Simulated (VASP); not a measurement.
Runs of VASP 6.6.1 on Cu. The structure is cubic, space group Fm-3m (No. 225). The conventional cell has a = 3.615 Å, b = 3.615 Å, c = 3.615 Å, α = 90.00°, β = 90.00°, γ = 90.00°. Cu (site symmetry m-3m) has 12 Cu at 2.56 Å within 3.4 Å. 

| k mesh | gap on the mesh (eV) | pressure (GPa) |
| --- | --- | --- |
| 5 × 5 × 5 | none | 1.7 |
| 7 × 7 × 7 | none | (a) |
| 6 × 6 × 6 | none | 3.5 |
| 9 × 9 × 9 | none | (b) |
| 4 × 4 × 4 | none | 4.1 |

Alike in all rows: task single point; level PBE; potentials or basis VASP PAW PBE potentials, release 64 (Cu); no spin polarisation; cell as given; cutoff (eV) 600; smearing fermi-dirac 0.1 eV.

Q: Fill in the values left out.

A: (a) 2.2; (b) 2.4.

Caveats: some runs use coarse meshes.

A gap of «none» marks levels without a gap at the run's occupations.
